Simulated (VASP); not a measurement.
# SnTe (Fm-3m) in VASP: further runs

Aim: see how the results for SnTe move with the level of theory and the settings. Levels: HSE06, HF. Tasks: single point.

All numbers are computed with VASP 6.6.1; they aren't measurements. Logs are shortened: lines on timing, memory, paths and dates and some standing lists are left out, and cuts for length are marked.

### 1 The cell of the first run

The structure is cubic, space group Fm-3m (No. 225). Conventional cell: a = 6.217 Å, b = 6.217 Å, c = 6.217 Å, α = 90.00°, β = 90.00°, γ = 90.00°. Within 4.1 Å of Te (site symmetry m-3m) lie 6 Sn at 3.11 Å. Within 4.1 Å of Sn (site symmetry m-3m) lie 6 Te at 3.11 Å.

### 2 Single point, HSE06

Input file POSCAR:

```
SnTe
1.0
    0.0000000000      3.1082657258      3.1082657258
    3.1082657258      0.0000000000      3.1082657258
    3.1082657258      3.1082657258      0.0000000000
Te Sn
1 1
Direct
    0.5000000000      0.5000000000      0.5000000000
    0.0000000000      0.0000000000      0.0000000000
```

Input file INCAR.step1:

```
SYSTEM = SnTe
ALGO = Normal
EDIFF = 1E-5
ENCUT = 520
GGA = PE
ISIF = 2
ISMEAR = -1
LASPH = .TRUE.
LREAL = .FALSE.
LWAVE = .TRUE.
NBANDS = 17
NELM = 60
PREC = Accurate
SIGMA = 0.05
```

Input file INCAR.step2:

```
SYSTEM = SnTe
ALGO = Normal
EDIFF = 1E-7
ENCUT = 520
GGA = PE
HFSCREEN = 0.2079
ISIF = 2
ISMEAR = -1
ISTART = 1
LASPH = .TRUE.
LCHARG = .TRUE.
LELF = .TRUE.
LHFCALC = .TRUE.
LREAL = .FALSE.
LVHAR = .TRUE.
LWAVE = .FALSE.
NBANDS = 17
NELM = 60
PREC = Accurate
PRECFOCK = Normal
SIGMA = 0.05
```

Input file KPOINTS:

```
k-points
0
G
  4 4 4
  0 0 0
```

Potentials or basis: VASP PAW PBE potentials, release 64 (Te, Sn_d).

Run with:

```bash
cat potpaw_PBE.64/Te/POTCAR potpaw_PBE.64/Sn_d/POTCAR > POTCAR
cp INCAR.step1 INCAR
mpirun -np 1 vasp_std > vasp.out
cp INCAR.step2 INCAR
mpirun -np 1 vasp_std > vasp.out
```

OUTCAR:

```text
SYSTEM = SnTe
   EDIFF = 1E-7
   ENCUT = 520
   GGA = PE
   HFSCREEN = 0.2079
   ISIF = 2
   ISMEAR = -1
   ISTART = 1
   LASPH = .TRUE.
   LHFCALC = .TRUE.
   LREAL = .FALSE.
   NELM = 60
   PREC = Accurate
   PRECFOCK = Normal

 ion  position               nearest neighbor table
   1  0.500  0.500  0.500-   2 3.11   2 3.11   2 3.11   2 3.11   2 3.11   2 3.11
   2  0.000  0.000  0.000-   1 3.11   1 3.11   1 3.11   1 3.11   1 3.11   1 3.11

  LATTYP: Found a face centered cubic cell.
 ALAT       =     6.2165314516

  Lattice vectors:

 A1 = (   0.0000000000,   3.1082657258,   3.1082657258)
 A2 = (   3.1082657258,   0.0000000000,   3.1082657258)
 A3 = (   3.1082657258,   3.1082657258,   0.0000000000)

Analysis of symmetry for initial positions (statically):
=====================================================================
 Subroutine PRICEL returns:
 Original cell was already a primitive cell.

 Routine SETGRP: Setting up the symmetry group for a
 face centered cubic supercell.

 Subroutine GETGRP returns: Found 48 space group operations
 (whereof 48 operations were pure point group operations)
 out of a pool of 48 trial point group operations.

The static configuration has the point symmetry O_h .

Analysis of symmetry for dynamics (positions and initial velocities):
=====================================================================
 Subroutine PRICEL returns:
 Original cell was already a primitive cell.

 Routine SETGRP: Setting up the symmetry group for a
 face centered cubic supercell.

 Subroutine GETGRP returns: Found 48 space group operations
 (whereof 48 operations were pure point group operations)
 out of a pool of 48 trial point group operations.

The dynamic configuration has the point symmetry O_h .

 Subroutine INISYM returns: Found 48 space group operations
 (whereof 48 operations are pure point group operations),
 and found     1 'primitive' translations

----------------------------------------------------------------------------------------

                                     Primitive cell

  volume of cell :      60.0599

  direct lattice vectors                    reciprocal lattice vectors
     0.000000000  3.108265726  3.108265726    -0.160861408  0.160861408  0.160861408
     3.108265726  0.000000000  3.108265726     0.160861408 -0.160861408  0.160861408
     3.108265726  3.108265726  0.000000000     0.160861408  0.160861408 -0.160861408

  length of vectors
     4.395751545  4.395751545  4.395751545     0.278620131  0.278620131  0.278620131

  position of ions in fractional coordinates (direct lattice)
     0.500000000  0.500000000  0.500000000
     0.000000000  0.000000000  0.000000000

  ion indices of the primitive-cell ions
   primitive index   ion index
                 1           1
                 2           2

----------------------------------------------------------------------------------------

 KPOINTS: k-points

Automatic generation of k-mesh.
 Grid dimensions read from file:
 generate k-points for:    4    4    4

 Generating k-lattice:

  Cartesian coordinates                     Fractional coordinates (reciprocal lattice)
    -0.040215352  0.040215352  0.040215352     0.250000000  0.000000000  0.000000000
     0.040215352 -0.040215352  0.040215352     0.000000000  0.250000000  0.000000000
     0.040215352  0.040215352 -0.040215352     0.000000000  0.000000000  0.250000000

  Length of vectors
     0.069655033  0.069655033  0.069655033

  Shift w.r.t. Gamma in fractional coordinates (k-lattice)
     0.000000000  0.000000000  0.000000000

 Subroutine IBZKPT returns following result:
 ===========================================

 Found      8 irreducible k-points:

 Following reciprocal coordinates:
            Coordinates               Weight
  0.000000  0.000000  0.000000      1.000000
  0.250000  0.000000  0.000000      8.000000
  0.500000  0.000000  0.000000      4.000000
  0.250000  0.250000  0.000000      6.000000
  0.500000  0.250000  0.000000     24.000000
 -0.250000  0.250000  0.000000     12.000000
  0.500000  0.500000  0.000000      3.000000
 -0.250000  0.500000  0.250000      6.000000
   k-points           NKPTS =      8   k-points in BZ     NKDIM =     64   number of bands    NBANDS=     17
   number of dos      NEDOS =    301   number of ions     NIONS =      2
   total plane-waves  NPLWV =  46656
   dimension x,y,z NGX =    36 NGY =   36 NGZ =   36
   dimension x,y,z NGXF=    72 NGYF=   72 NGZF=   72
   ions per type =               1   1
   NGX,Y,Z   is equivalent  to a cutoff of  13.62, 13.62, 13.62 a.u.
   NGXF,Y,Z  is equivalent  to a cutoff of  27.23, 27.23, 27.23 a.u.
 SYSTEM =  SnTe
   PREC   = accura    normal or accurate (medium, high low for compatibility)
   ISTART =      1    job   : 0-new  1-cont  2-samecut
   ICHARG =      0    charge: 1-file 2-atom 10-const
   ISPIN  =      1    spin polarized calculation?
   LNONCOLLINEAR =      F non collinear calculations
   LSORBIT =      F    spin-orbit coupling
   LASPH  =      T    aspherical Exc in radial PAW
   ENCUT  =  520.0 eV  38.22 Ry    6.18 a.u.   8.17  8.17  8.17*2*pi/ulx,y,z
   NELM   =     60;   NELMIN=  2; NELMDL=  0     # of ELM steps
   EDIFF  = 0.1E-06   stopping-criterion for ELM
   LREAL  =      F    real-space projection
   EDIFFG = 0.1E-05   stopping-criterion for IOM
   NSW    =      0    number of steps for IOM
   IBRION =     -1    ionic relax: 0-MD 1-quasi-New 2-CG
   NFREE  =      0    steps in history (QN), initial steepest desc. (CG)
   ISIF   =      2    stress and relaxation
   ISYM   =      3    0-nonsym 1-usesym 2-fastsym
   POTIM  = 0.5000    time-step for ionic-motion
   TEBEG  =    0.0;   TEEND  =   0.0 temperature during run
   PSTRESS=    0.0 pullay stress
   NELECT =      20.0000    total number of electrons
   NUPDOWN=      -1.0000    fix difference up-down
   EMIN   =  10.00;   EMAX   =-10.00  energy-range for DOS
   EFERMI =   0.00;   METHOD = LEGACY
   ISMEAR =    -1;   SIGMA  =   0.05  broadening in eV -4-tet -1-fermi 0-gaus
   EFERMI_NEDOS =   21; number of points for ismear=-14 and -15
   IALGO  =     38    algorithm
   IMIX   =      1    mixing-type and parameters
     AMIX     =   0.40;   BMIX     =  1.00
     AMIX_MAG =   1.60;   BMIX_MAG =  1.00
  volume/ion in A,a.u.               =      30.03       202.65
  Fermi-wavevector in a.u.,A,eV,Ry     =   1.134723  2.144316 17.518825  1.287597
  Thomas-Fermi vector in A             =   2.271428
   LORBIT       =      0    0 simple, 1 ext, 2 COOP (PROOUT), +10 PAW based schemes
   GGA     = PE    functional components
   LHFCALC =     T    Hartree Fock is set to
   PRECFOCK=normal    Normal, Fast or Accurate (Low or Medium for compatibility)
   ENCUT4O =  -1.0   cutoff for four orbital integrals eV
   NKREDX  =     1    reduce k-point grid by
   NKREDY  =     1    reduce k-point grid by
   NKREDZ  =     1    reduce k-point grid by
   AEXX    =    0.2500 exact exchange contribution
   HFSCREEN=    0.2079 screening length (either q_TF or 0.3 A-1)
   HFSCREENC=   0.2079 screening length for correlation (either q_TF or 0.3 A-1)
   ENCUTFOCK=  -1.0 apply spherical cutoff to Coloumb kernel
   IVDW    =     0    specifies the selected vdW correction
   LEPSILON=     F    determine dielectric tensor
   LRPA    =     F    only Hartree local field effects (RPA)
 non-spin polarized calculation
  energy-cutoff  :      520.00
  volume of cell :       60.06
 maximum number of plane-waves:      1639
 NGX is ok and might be reduce to    36
  NGX = 28; NGY = 28; NGZ = 28

 number of electron      19.9999998 magnetization

 Free energy of the ion-electron system (eV)
  ---------------------------------------------------
  ext. energy  EPLUGINS =         0.00000000
  ---------------------------------------------------
  free energy    TOTEN  =        -8.99931155 eV

  energy without entropy =       -8.99472795  energy(sigma->0) =       -8.99701975

 E-fermi :   7.5355     XC(G=0):  -8.0804

 val. band max:        7.4326351888   @ k =   0.5000   0.0000   0.0000
 cond. band min:       7.6410677448   @ k =   0.5000   0.0000   0.0000
 fundamental gap:      0.2084325560
 Fermi energy:         7.5354648933

 k-point     1 :       0.0000    0.0000    0.0000
  band No.  band energies     occupation
      1     -16.9976      2.00000
      2     -16.9976      2.00000
      3     -16.9806      2.00000
      4     -16.9806      2.00000
      5     -16.9806      2.00000
      6      -7.2500      2.00000
      7       2.4601      2.00000
      8       4.6930      2.00000
      9       4.6930      2.00000
     10       4.6930      2.00000
     11      11.3403      0.00000
     12      11.3403      0.00000
     13      11.3403      0.00000
     14      12.4410      0.00000
     15      12.4410      0.00000
     16      12.4410      0.00000
     17      14.5611      0.00000

 k-point     2 :       0.2500    0.0000    0.0000
  band No.  band energies     occupation
      1     -17.0011      2.00000
      2     -17.0011      2.00000
      3     -16.9799      2.00000
      4     -16.9768      2.00000
      5     -16.9768      2.00000
      6      -6.6518      2.00000
      7      -0.1798      2.00000
      8       4.8123      2.00000
      9       4.8123      2.00000
     10       6.3651      2.00000
     11       9.2014      0.00000
     12       9.2014      0.00000
     13       9.3273      0.00000
     14      12.8892      0.00000
     15      13.7871      0.00000
     16      13.7871      0.00000
     17      18.0859      0.00000

 k-point     3 :       0.5000    0.0000    0.0000
  band No.  band energies     occupation
      1     -17.0052      2.00000
      2     -17.0052      2.00000
      3     -16.9792      2.00000
      4     -16.9726      2.00000
      5     -16.9726      2.00000
      6      -5.6882      2.00000
      7      -2.2482      2.00000
      8       5.0552      2.00000
      9       5.0552      2.00000
     10       7.4326      1.77322
     11       7.6411      0.21586
     12       7.8305      0.00546
     13       7.8305      0.00546
     14      15.8707      0.00000
     15      16.9294      0.00000
     16      16.9294      0.00000
     17      16.9604      0.00000

 k-point     4 :       0.2500    0.2500    0.0000
  band No.  band energies     occupation
      1     -17.0091      2.00000
      2     -16.9947      2.00000
      3     -16.9831      2.00000
      4     -16.9742      2.00000
      5     -16.9742      2.00000
      6      -6.4602      2.00000
      7       0.2694      2.00000
      8       3.6279      2.00000
      9       3.6279      2.00000
     10       4.9794      2.00000
     11       9.8168      0.00000
     12      10.4953      0.00000
     13      11.9139      0.00000
     14      11.9139      0.00000
     15      15.5238      0.00000
     16      15.6072      0.00000
     17      15.6072      0.00000

 k-point     5 :       0.5000    0.2500    0.0000
  band No.  band energies     occupation
      1     -17.0130      2.00000
      2     -16.9983      2.00000
      3     -16.9806      2.00000
      4     -16.9721      2.00000
      5     -16.9703      2.00000
      6      -5.5286      2.00000
      7      -1.3585      2.00000
      8       2.4060      2.00000
      9       3.6176      2.00000
     10       4.5052      2.00000
     11      10.4150      0.00000
     12      10.4339      0.00000
     13      11.9294      0.00000
     14      12.2228      0.00000
     15      16.6653      0.00000
     16      17.2595      0.00000
     17      18.2917      0.00000

 k-point     6 :      -0.2500    0.2500    0.0000
  band No.  band energies     occupation
      1     -17.0052      2.00000
      2     -17.0038      2.00000
      3     -16.9772      2.00000
      4     -16.9747      2.00000
      5     -16.9737      2.00000
      6      -5.8401      2.00000
      7      -1.2746      2.00000
      8       2.4061      2.00000
      9       4.8438      2.00000
     10       6.2361      2.00000
     11       8.4731      0.00000
     12       8.8319      0.00000
     13      12.0591      0.00000
     14      13.9802      0.00000
     15      14.2214      0.00000
     16      15.9565      0.00000
     17      17.0276      0.00000

 k-point     7 :       0.5000    0.5000    0.0000
  band No.  band energies     occupation
      1     -17.0215      2.00000
      2     -16.9920      2.00000
      3     -16.9855      2.00000
      4     -16.9674      2.00000
      5     -16.9674      2.00000
      6      -5.3022      2.00000
      7       0.1854      2.00000
      8       0.6627      2.00000
      9       2.8249      2.00000
     10       2.8249      2.00000
     11       9.5913      0.00000
     12      13.1770      0.00000
     13      13.1770      0.00000
     14      14.8589      0.00000
     15      17.1191      0.00000
     16      18.8429      0.00000
     17      19.3386      0.00000

 k-point     8 :      -0.2500    0.5000    0.2500
  band No.  band energies     occupation
      1     -17.0142      2.00000
      2     -16.9990      2.00000
      3     -16.9767      2.00000
      4     -16.9767      2.00000
      5     -16.9674      2.00000
      6      -5.1903      2.00000
      7      -1.0109      2.00000
      8       1.5454      2.00000
      9       1.5454      2.00000
     10       6.3565      2.00000
     11       8.4307      0.00000
     12      12.4211      0.00000
     13      12.4211      0.00000
     14      14.3531      0.00000
     15      14.3531      0.00000
     16      18.5772      0.00000
     17      19.2962      0.00000

------------------------ aborting loop because EDIFF is reached ----------------------------------------

  FORCE on cell =-STRESS in cart. coord.  units (eV):
  Direction    XX          YY          ZZ          XY          YZ          ZX
  --------------------------------------------------------------------------------------
  -------------------------------------------------------------------------------------
  Total        0.8647086      0.8647086      0.8647086     -0.0000000      0.0000000     -0.0000000
  in kB       23.0672560     23.0672560     23.0672560     -0.0000000      0.0000000     -0.0000000
  external PRESSURE =      23.0672560 kB  Pullay stress =       0.0000000 kB

 VOLUME and BASIS-vectors are now :
 -----------------------------------------------------------------------------
  energy-cutoff  :      520.00
  volume of cell :       60.06
      direct lattice vectors                 reciprocal lattice vectors
     0.000000000  3.108265726  3.108265726    -0.160861408  0.160861408  0.160861408
     3.108265726  0.000000000  3.108265726     0.160861408 -0.160861408  0.160861408
     3.108265726  3.108265726  0.000000000     0.160861408  0.160861408 -0.160861408

 POSITION                                       TOTAL-FORCE (eV/Angst)
 -----------------------------------------------------------------------------------
      3.10827      3.10827      3.10827        -0.000000      0.000000     -0.000000
      0.00000      0.00000      0.00000         0.000000     -0.000000      0.000000
 -----------------------------------------------------------------------------------
    total drift:                                0.000000      0.000001      0.000001

  FREE ENERGIE OF THE ION-ELECTRON SYSTEM (eV)
  ---------------------------------------------------
  free  energy   TOTEN  =        -8.9993115534 eV

  energy  without entropy=       -8.9947279477  energy(sigma->0) =       -8.99701975
```

Run time: 37 min. Hardware: 1 thread of Intel Xeon 8259CL, shared host; peak memory 0.32 GiB.

Results:

| Item | Value |
| --- | --- |
| Free energy | -8.9993 eV |
| Pressure | 2.3 GPa |
| Band gap on the k mesh | 0.21 eV |

Levels at points of the mesh, in eV from the valence-band top:
```csv
k point,band 8,band 9,band 10,band 11,band 12,band 13
"(0.00, 0.00, 0.00)",-2.74,-2.74,-2.74,3.91,3.91,3.91
"(0.50, 0.00, 0.00)",-2.38,-2.38,0.00,0.21,0.40,0.40
"(0.50, 0.50, 0.00)",-6.77,-4.61,-4.61,2.16,5.74,5.74
```

Caveat: the k points lie up to 0.44 Å⁻¹ apart; the PAW data sets were made with another functional, which shifts forces and pressure a little; spin-orbit coupling is left out, which moves the levels of the heavy elements.

### 3 Single point, HSE06

This run uses another cell than the first one, of 31.28 Å³/atom.

Input file POSCAR:

```
SnTe
1.0
    0.0000000000      3.1508500000      3.1508500000
    3.1508500000      0.0000000000      3.1508500000
    3.1508500000      3.1508500000      0.0000000000
Te Sn
1 1
Direct
    0.5000000000      0.5000000000      0.5000000000
    0.0000000000      0.0000000000      0.0000000000
```

Input file INCAR.step1:

```
  ALGO = Normal
  EDIFF = 1E-5
  ENCUT = 520
  GGA = PE
  ISIF = 2
  ISMEAR = -1
  LASPH = True
  LCHARG = False
  LREAL = False
  LWAVE = True
  NBANDS = 17
  NELM = 60
  PREC = Accurate
  SIGMA = 0.05
```

Input file INCAR.step2:

```
  ALGO = Normal
  EDIFF = 1E-6
  ENCUT = 520
  GGA = PE
  HFSCREEN = 0.2079
  ISIF = 2
  ISMEAR = -1
  ISTART = 1
  LASPH = True
  LCHARG = False
  LHFCALC = True
  LREAL = False
  LWAVE = False
  NBANDS = 17
  NELM = 60
  PREC = Accurate
  PRECFOCK = Normal
  SIGMA = 0.05
```

Input file KPOINTS:

```
k-points
0
Gamma
  4 4 4
```

Potentials or basis: VASP PAW PBE potentials, release 64 (Te, Sn_d).

Run with:

```bash
cat potpaw_PBE.64/Te/POTCAR potpaw_PBE.64/Sn_d/POTCAR > POTCAR
cp INCAR.step1 INCAR
mpirun -np 1 vasp_std > vasp.out
cp INCAR.step2 INCAR
mpirun -np 1 vasp_std > vasp.out
```

OUTCAR:

```text
EDIFF = 1E-6
   ENCUT = 520
   GGA = PE
   HFSCREEN = 0.2079
   ISIF = 2
   ISMEAR = -1
   ISTART = 1
   LASPH = True
   LHFCALC = True
   LREAL = False
   NELM = 60
   PREC = Accurate
   PRECFOCK = Normal

 ion  position               nearest neighbor table
   1  0.500  0.500  0.500-   2 3.15   2 3.15   2 3.15   2 3.15   2 3.15   2 3.15
   2  0.000  0.000  0.000-   1 3.15   1 3.15   1 3.15   1 3.15   1 3.15   1 3.15

[... 339 lines left out ...]
     17      18.5444      0.00000

------------------------ aborting loop because EDIFF is reached ----------------------------------------

  FORCE on cell =-STRESS in cart. coord.  units (eV):
  Direction    XX          YY          ZZ          XY          YZ          ZX
  --------------------------------------------------------------------------------------
  -------------------------------------------------------------------------------------
  Total        0.2538130      0.2538130      0.2538130      0.0000000     -0.0000000      0.0000000
  in kB        6.4999695      6.4999695      6.4999695      0.0000000     -0.0000000      0.0000000
  external PRESSURE =       6.4999695 kB  Pullay stress =       0.0000000 kB

 VOLUME and BASIS-vectors are now :
 -----------------------------------------------------------------------------
  energy-cutoff  :      520.00
  volume of cell :       62.56
      direct lattice vectors                 reciprocal lattice vectors
     0.000000000  3.150850000  3.150850000    -0.158687338  0.158687338  0.158687338
     3.150850000  0.000000000  3.150850000     0.158687338 -0.158687338  0.158687338
     3.150850000  3.150850000  0.000000000     0.158687338  0.158687338 -0.158687338

 POSITION                                       TOTAL-FORCE (eV/Angst)
 -----------------------------------------------------------------------------------
      3.15085      3.15085      3.15085        -0.000000     -0.000000     -0.000000
      0.00000      0.00000      0.00000         0.000000      0.000000      0.000000
 -----------------------------------------------------------------------------------
    total drift:                                0.000000      0.000002      0.000001

  FREE ENERGIE OF THE ION-ELECTRON SYSTEM (eV)
  ---------------------------------------------------
  free  energy   TOTEN  =        -9.0216215330 eV

  energy  without entropy=       -9.0129550246  energy(sigma->0) =       -9.01728828
```

Run time: 30 min. Hardware: 1 thread of Intel Xeon 8259CL, shared host; peak memory 0.32 GiB.

Results:

* Free energy: -9.0216 eV
* Pressure: 0.6 GPa
* Band gap on the k mesh: 0.01 eV

Caveat: the k points lie up to 0.43 Å⁻¹ apart; the PAW data sets were made with another functional, which shifts forces and pressure a little; spin-orbit coupling is left out, which moves the levels of the heavy elements. A k mesh can miss the band edges.

(Continued in part 2 of 2.)
